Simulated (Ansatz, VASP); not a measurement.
# One calculation of Sb, two programs

Contents of INCAR:

```
PREC = Accurate
ENCUT = 600
EDIFF = 1E-6
ISMEAR = 0
SIGMA = 0.05
LREAL = F
LASPH = T
NELM = 100
ALGO = Normal
ISIF = 3
LWAVE = F
LCHARG = F
GGA = PE
IBRION = 2
NSW = 80
EDIFFG = -0.01
```

Contents of KPOINTS:

```
Automatic mesh
0
Gamma
  12 12 12
```

Contents of POSCAR:

```
Sb
1.0
    2.1107707375      1.2186540535      3.9141663933
   -2.1107707375      1.2186540535      3.9141663933
    0.0000000000     -2.4373081070      3.9141663933
Sb
2
Direct
    0.2275400000      0.2275400000      0.2275400000
    0.7724600000      0.7724600000      0.7724600000
```

Input for Ansatz:

```yaml
crystal:
  lattice:
    - [2.1107707375, 1.2186540535, 3.9141663933]
    - [-2.1107707375, 1.2186540535, 3.9141663933]
    - [0.0, -2.437308107, 3.9141663933]
  atoms:
    - { symbol: Sb, position: [0.22754, 0.22754, 0.22754] }
    - { symbol: Sb, position: [0.77246, 0.77246, 0.77246] }
basis:
  ecutwfc: 600
  ecutrho_ratio: 5
kpoints:
  mp_grid: { grid: [12, 12, 12] }
hamiltonian:
  xc: pbe
scf:
  occupations: { method: gaussian, width: 0.05 }
output:
  forces: true
  stress: true
  eigenvalues: true
relax:
  f_tol: 0.01
  max_steps: 60
  cell: { stress_tol: 0.04 }
```

Alike in both runs: task relaxation of cell and atoms; functional PBE; k mesh 12 × 12 × 12; occupations gaussian, width 0.05 eV; no spin polarisation.

|  | VASP | Ansatz |
| --- | --- | --- |
| version | VASP 6.6.1 | Ansatz 0.2.0 |
| potentials or method | VASP PAW PBE potentials, release 64 (Sb), cutoff 600 eV | scalar-relativistic, plane waves, PAW |
| valence electrons in the cell | 10 | 30 |

Ansatz gave:

* gap on the k mesh at the Fermi level, each at its own relaxed structure (eV): none
* relaxed volume (Å³/atom): 31.84
* relaxed cell length with the largest relative difference (Å): 4.596

Task: Which values does VASP return?

Result: gap on the k mesh at the Fermi level, each at its own relaxed structure (eV): none; relaxed volume (Å³/atom): 31.77; relaxed cell length with the largest relative difference (Å): 4.588.

A gap of «none» marks a metal or a gap that the smearing closes. VASP's potentials hold 10 valence electrons a cell and Ansatz's 30, so a difference there can come from the potentials and not from the codes.

Neither program's run includes spin-orbit coupling.
